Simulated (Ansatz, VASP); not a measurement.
**MgS in VASP and in Ansatz**

The input INCAR:

```
SYSTEM = MgS
ALGO = Normal
EDIFF = 1E-6
ENCUT = 520
GGA = PE
ISIF = 2
ISMEAR = 0
LASPH = .True.
LCHARG = .True.
LELF = .True.
LREAL = .False.
LVHAR = .True.
LWAVE = .False.
NBANDS = 11
NELM = 100
PREC = Accurate
SIGMA = 0.05
```

File KPOINTS:

```
k-points
0
Gamma
  8 8 8
  0 0 0
```

Contents of POSCAR:

```
MgS
1.0
    0.0000000000      2.6666912500      2.6016500000
    2.6666912500      0.0000000000      2.6016500000
    2.6666912500      2.6666912500      0.0000000000
Mg S
1 1
Direct
    0.0000000000      0.0000000000      0.0000000000
    0.5000000000      0.5000000000      0.5000000000
```

Input for Ansatz:

```yaml
crystal:
  lattice:
    - [0.0, 2.66669125, 2.60165]
    - [2.66669125, 0.0, 2.60165]
    - [2.66669125, 2.66669125, 0.0]
  atoms:
    - { symbol: Mg, position: [0.0, 0.0, 0.0] }
    - { symbol: S, position: [0.5, 0.5, 0.5] }
basis:
  ecutwfc: 420
kpoints:
  mp_grid: { grid: [8, 8, 8] }
hamiltonian:
  xc: pbe
scf:
  occupations: { method: gaussian, width: 0.05 }
output:
  forces: true
  stress: true
  eigenvalues: true
```

Change from the starting cell: strain +0.025 along x and y, +0.000 along z, atoms carried along.

Alike in both runs: task single point; functional PBE; k mesh 8 × 8 × 8; occupations gaussian, width 0.05 eV; no spin polarisation.

|  | VASP | Ansatz |
| --- | --- | --- |
| version | VASP 6.6.1 | Ansatz 0.2.0 |
| potentials or method | VASP PAW PBE potentials, release 64 (Mg, S), cutoff 520 eV | scalar-relativistic, plane waves, PAW |
| valence electrons in the cell | 8 | 16 |

|  | VASP | Ansatz | Ansatz less VASP |
| --- | --- | --- | --- |
| gap on the k mesh at the Fermi level (eV) | 2.56 | 2.58 | +0.017 |
| least direct gap on the mesh (eV) | 3.30 | 3.31 | +0.013 |
| pressure (GPa) | -2.6 | -2.3 | +0.28 |
| traceless stress, the component that is largest in VASP (GPa) | 1.35 | 1.36 | +0.011 |

The functional is the same, so the differences come from potentials, cutoffs and numerics. VASP's potentials hold 8 valence electrons a cell and Ansatz's 16, so a difference there can come from the potentials and not from the codes.
